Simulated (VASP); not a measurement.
Ir:

```
CELL_PARAMETERS angstrom
4.26382 0.00000 0.00000
-2.13191 3.69257 0.00000
0.00000 0.00000 4.69763
ATOMIC_POSITIONS crystal
Ir 0.00000 0.00000 0.25000
Ir 0.00000 0.00000 0.75000
Ir 0.33333 0.66667 0.75000
Ir 0.66667 0.33333 0.25000
```

- Program: VASP 6.6.1
- Task: relaxation of cell and atoms
- Functional: PBEsol
- Potentials or basis: VASP PAW PBE potentials, release 64 (Ir)
- Cutoff: 500 eV
- k mesh: 6 × 6 × 4
- Occupations: gaussian, width 0.1 eV
- Spin: no spin polarisation

At the start: pressure 0.5 GPa; volume 18.49 Å³/atom.

Task: How do energy, volume and symmetry change on relaxing?

Result: Over 3 steps the energy falls by 9.9 meV/atom and the volume is 18.59 Å³/atom (+0.5 %); space group P6_3/mmc (No. 194, to 0.05 Å).

The path:
| step | energy change (eV) | largest force (eV/Å) | pressure (GPa) | volume (Å³) |
| --- | --- | --- | --- | --- |
| 1 | 0.0000 | 0.0000 | 0.50 | 73.96 |
| 2 | -0.0310 | 0.0000 | 0.40 | 74.52 |
| 3 | -0.0395 | 0.0000 | 0.24 | 74.34 |

Final structure:
```xyz
4
Lattice="4.2269 0.0000 0.0000 -2.1135 3.6606 0.0000 0.0000 0.0000 4.8047" Properties=species:S:1:pos:R:3 pbc="T T T"
Ir    0.0000    0.0000    1.2012
Ir    0.0000    0.0000    3.6035
Ir    0.0000    2.4404    3.6035
Ir    2.1135    1.2202    1.2012
```

Caveat: the PAW data sets were made with another functional, which shifts forces and pressure a little.
